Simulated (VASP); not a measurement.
# BAs (F-43m) in VASP: a series of runs, part 2 of 2

VASP 6.6.1. The steps go on from the part before.

### 5 Single point, PBEsol

This run uses another cell than the first one, of 10.80 Å³/atom, 0.797 times its volume.

INCAR

```
PREC = Accurate ; ENCUT = 500
EDIFF = 1E-6 ; ISMEAR = 0
SIGMA = 0.01 ; LREAL = False
LASPH = True ; NELM = 120
ALGO = Normal ; ISIF = 2
LWAVE = False ; LCHARG = False
GGA = PS ; NBANDS = 11
GGA_COMPAT = False
```

KPOINTS

```
regular mesh
0
Gamma
  10 10 10
```

POSCAR

```
BAs
1.0
    0.0000000000      2.2106058727      2.2106058727
    2.2106058727      0.0000000000      2.2106058727
    2.2106058727      2.2106058727      0.0000000000
B As
1 1
Direct
    0.0000000000      0.0000000000      0.0000000000
    0.7500000000      0.7500000000      0.7500000000
```

Potentials or basis: VASP PAW PBE potentials, release 64 (B, As).

Run with:

```bash
cat potpaw_PBE.64/B/POTCAR potpaw_PBE.64/As/POTCAR > POTCAR
mpirun -np 1 vasp_std > vasp.out
```

OUTCAR:

```text
PREC = Accurate
   ENCUT = 500
   EDIFF = 1E-6
   ISMEAR = 0
   LREAL = False
   LASPH = True
   NELM = 120
   ISIF = 2
   GGA = PS

 ion  position               nearest neighbor table
   1  0.000  0.000  0.000-   2 1.91   2 1.91   2 1.91   2 1.91
   2  0.750  0.750  0.750-   1 1.91   1 1.91   1 1.91   1 1.91

  LATTYP: Found a face centered cubic cell.
 ALAT       =     4.4212117454

  Lattice vectors:

 A1 = (   0.0000000000,   2.2106058727,   2.2106058727)
 A2 = (   2.2106058727,   0.0000000000,   2.2106058727)
 A3 = (   2.2106058727,   2.2106058727,   0.0000000000)

Analysis of symmetry for initial positions (statically):
=====================================================================
 Subroutine PRICEL returns:
 Original cell was already a primitive cell.

 Routine SETGRP: Setting up the symmetry group for a
 face centered cubic supercell.

 Subroutine GETGRP returns: Found 24 space group operations
 (whereof 24 operations were pure point group operations)
 out of a pool of 48 trial point group operations.

The static configuration has the point symmetry T_d .

Analysis of symmetry for dynamics (positions and initial velocities):
=====================================================================
 Subroutine PRICEL returns:
 Original cell was already a primitive cell.

 Routine SETGRP: Setting up the symmetry group for a
 face centered cubic supercell.

 Subroutine GETGRP returns: Found 24 space group operations
 (whereof 24 operations were pure point group operations)
 out of a pool of 48 trial point group operations.

The dynamic configuration has the point symmetry T_d .

 Subroutine INISYM returns: Found 24 space group operations
 (whereof 24 operations are pure point group operations),
 and found     1 'primitive' translations

----------------------------------------------------------------------------------------

                                     Primitive cell
[... 112 lines left out ...]
  volume/ion in A,a.u.               =      10.80        72.90
  Fermi-wavevector in a.u.,A,eV,Ry     =   1.175575  2.221514 18.802918  1.381976
  Thomas-Fermi vector in A             =   2.311953
   LORBIT       =      0    0 simple, 1 ext, 2 COOP (PROOUT), +10 PAW based schemes
   GGA     = PS    functional components
   LHFCALC =     F    Hartree Fock is set to
   AEXX    =    0.0000 exact exchange contribution
   IVDW    =     0    specifies the selected vdW correction
   LEPSILON=     F    determine dielectric tensor
   LRPA    =     F    only Hartree local field effects (RPA)
 non-spin polarized calculation
 Gauss-broadening in eV      SIGMA  =   0.01
  energy-cutoff  :      500.00
  volume of cell :       21.61
 maximum number of plane-waves:       568
   NGX = 11   NGY = 11   NGZ = 11

 number of electron       8.0000000 magnetization

 Free energy of the ion-electron system (eV)
  ---------------------------------------------------
  ext. energy  EPLUGINS =         0.00000000
  ---------------------------------------------------
  free energy    TOTEN  =       -11.44080976 eV

  energy without entropy =      -11.44080976  energy(sigma->0) =      -11.44080976

 E-fermi :   8.9969     XC(G=0): -11.7449

 val. band max:        8.8651643466   @ k =   0.0000   0.0000   0.0000
 cond. band min:       9.6936454967   @ k =   0.4000   0.4000   0.0000
 fundamental gap:      0.8284811502
 Fermi energy:         8.9968891041

 k-point     1 :       0.0000    0.0000    0.0000
  band No.  band energies     occupation
      1      -8.9187      2.00000
      2       8.8652      2.00000
      3       8.8652      2.00000
      4       8.8652      2.00000
      5      12.4515      0.00000
      6      12.4515      0.00000
      7      12.4515      0.00000
      8      16.5915      0.00000
      9      19.6031      0.00000
     10      22.8313      0.00000
     11      22.8313      0.00000
[... 309 lines left out ...]
 k-point    24 :       0.4000    0.3000    0.0000
  band No.  band energies     occupation
      1      -5.6077      2.00000
      2       1.7229      2.00000
      3       3.8097      2.00000
      4       4.4378      2.00000
      5      10.3361      0.00000
      6      12.1314      0.00000
      7      19.4884      0.00000
      8      19.5070      0.00000
      9      23.0175      0.00000
     10      26.3662      0.00000
     11      27.8142      0.00000

 [... further k-points ...]
[... 5 lines left out ...]
  --------------------------------------------------------------------------------------
  -------------------------------------------------------------------------------------
  Total        7.0610083      7.0610083      7.0610083     -0.0000000      0.0000000     -0.0000000
  in kB      523.6165339    523.6165339    523.6165339     -0.0000000      0.0000000     -0.0000000
  external PRESSURE =     523.6165339 kB  Pullay stress =       0.0000000 kB

 VOLUME and BASIS-vectors are now :
 -----------------------------------------------------------------------------
  energy-cutoff  :      500.00
  volume of cell :       21.61
      direct lattice vectors                 reciprocal lattice vectors
     0.000000000  2.210605873  2.210605873    -0.226182336  0.226182336  0.226182336
     2.210605873  0.000000000  2.210605873     0.226182336 -0.226182336  0.226182336
     2.210605873  2.210605873  0.000000000     0.226182336  0.226182336 -0.226182336

 POSITION                                       TOTAL-FORCE (eV/Angst)
 -----------------------------------------------------------------------------------
      0.00000      0.00000      0.00000        -0.000000     -0.000000     -0.000000
      3.31591      3.31591      3.31591         0.000000      0.000000      0.000000
 -----------------------------------------------------------------------------------
    total drift:                                0.000000      0.000000     -0.000000

  FREE ENERGIE OF THE ION-ELECTRON SYSTEM (eV)
  ---------------------------------------------------
  free  energy   TOTEN  =       -11.4408097567 eV

  energy  without entropy=      -11.4408097567  energy(sigma->0) =      -11.44080976
```

Run time: 12 s. Hardware: 1 thread of Intel Xeon 8259CL, shared host; peak memory 0.14 GiB.

What came out:

```yaml
Free_energy: -11.4408 eV
Pressure: 52.4 GPa
Band_gap_on_the_k_mesh: 0.83 eV, indirect (least direct gap 3.59 eV)
```

Levels at points of the mesh, in eV from the valence-band top:
```
           k point  band 1  band 2  band 3  band 4  band 5  band 6  band 7  band 8
(0.00, 0.00, 0.00)  -17.78    0.00    0.00    0.00    3.59    3.59    3.59    7.73
(0.50, 0.00, 0.00)  -13.96  -10.74   -2.25   -2.25    4.17    4.97    4.97    9.03
(0.50, 0.50, 0.00)  -12.28   -9.96   -5.17   -5.17    1.00    1.08   13.70   13.70
```

Caveat: the PAW data sets were made with another functional, which shifts forces and pressure a little. As with any semilocal functional, this PBEsol gap is likely too small.

### 6 The runs side by side

```tsv
cell	cutoff (eV)	smearing	gap on the mesh (eV)	pressure (GPa)
a = 3.371 Å, angles 60.0°, 2 atoms	520	gaussian 0.02 eV	1.07	0.9
a = 3.394 Å, angles 60.0°, 2 atoms	520	gaussian 0.01 eV	1.09	-1.9
a = 3.126 Å, angles 60.0°, 2 atoms	500	gaussian 0.01 eV	0.83	52.4
```

Alike in all rows: task single point; level PBEsol; potentials or basis VASP PAW PBE potentials, release 64 (B, As); no spin polarisation; k mesh 10 × 10 × 10.

Caveats: the PAW data sets were made with another functional, which shifts forces and pressure a little.

Absolute energies hang on the potentials; compare differences alone.
